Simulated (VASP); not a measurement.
Set up this calculation in VASP 6.6.1, as the native input.

```
Task                   : single point
Functional             : PBE
Potentials or basis    : VASP PAW PBE potentials, release 64 (Ir)
Cutoff                 : 520 eV
k mesh                 : 22 × 22 × 22
Occupations            : gaussian, width 0.15 eV
Spin                   : no spin polarisation
Dipole correction      : no
Further INCAR settings : ALGO = Normal; EDIFF = 1e-06; NBANDS = 10
```

The structure of Ir lies in POSCAR:

```
Ir
1.0
    0.0000000000      1.9197000000      2.0156850000
    1.9197000000      0.0000000000      2.0156850000
    1.9197000000      1.9197000000      0.0000000000
Ir
1
Direct
    0.0000000000      0.0000000000      0.0000000000
```

This cell differs from its parent crystal: strain +0.0500 x Voigt [0, 0, 1, 0, 0, 0].

The input as run:

INCAR

```
SYSTEM = Ir
PREC = Accurate ; ENCUT = 520
EDIFF = 1E-6 ; ISMEAR = 0
SIGMA = 0.15 ; LREAL = .FALSE.
LASPH = .TRUE. ; NELM = 60
ALGO = Normal ; ISIF = 2
LWAVE = .FALSE. ; LCHARG = .FALSE.
GGA = PE ; NBANDS = 10
```

KPOINTS

```
Automatic mesh
0
G
  22 22 22
  0 0 0
```

Potentials or basis: VASP PAW PBE potentials, release 64 (Ir).

Command:

```console
$ cat potpaw_PBE.64/Ir/POTCAR > POTCAR
$ mpirun -np 1 vasp_std > vasp.out
```

Results of the run:

```
Pressure : -6.9 GPa
```

Caveat: the cell differs from its parent crystal (strain +0.0500 x Voigt [0, 0, 1, 0, 0, 0]).

Wall time 48 s on 1 thread of Intel Xeon 6975P-C, with other jobs on the host, peak memory 0.25 GiB.
